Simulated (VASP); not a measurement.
Runs of VASP 6.6.1 on GaP. The structure is that of space group F-43m (No. 216), or close to it. The cells are those of the table. 

| task | cell | cutoff (eV) | gap on the mesh (eV) | pressure (GPa) |
| --- | --- | --- | --- | --- |
| single point | a = 3.785 Å, angles 60.0°, 2 atoms | 520 | (b) | (a) |
| relaxation of cell and atoms | relaxed to 12 GPa from a = 3.812 Å, angles 60.0°, 2 atoms | 600 | 1.19 | 12.0 |
| relaxation of cell and atoms | relaxed to 20 GPa from a = 3.812 Å, angles 60.0°, 2 atoms | 600 | 1.06 | 20.0 |
| single point | a = 3.617 Å, angles 60.0°, 2 atoms | 520 | 1.05 | 20.2 |
| single point | a = 3.680 Å, angles 60.0°, 2 atoms | 520 | 1.19 | 12.2 |
| relaxation of cell and atoms | relaxed to 2 GPa from a = 3.812 Å, angles 60.0°, 2 atoms | 600 | 1.39 | 2.0 |

Alike in all rows: level LDA; potentials or basis VASP PAW LDA potentials, release 64 (Ga_d, P); no spin polarisation; smearing gaussian 0.01 eV.

Estimate the missing entries.

(a) 2.1; (b) 1.38.

Caveats: the cell is relaxed towards a set pressure, so the run minimises the enthalpy, not the energy (at least some runs); the cell stands under pressure (at least some runs).

A k mesh can miss the band edges, and the runs leave out spin-orbit coupling on Ga.
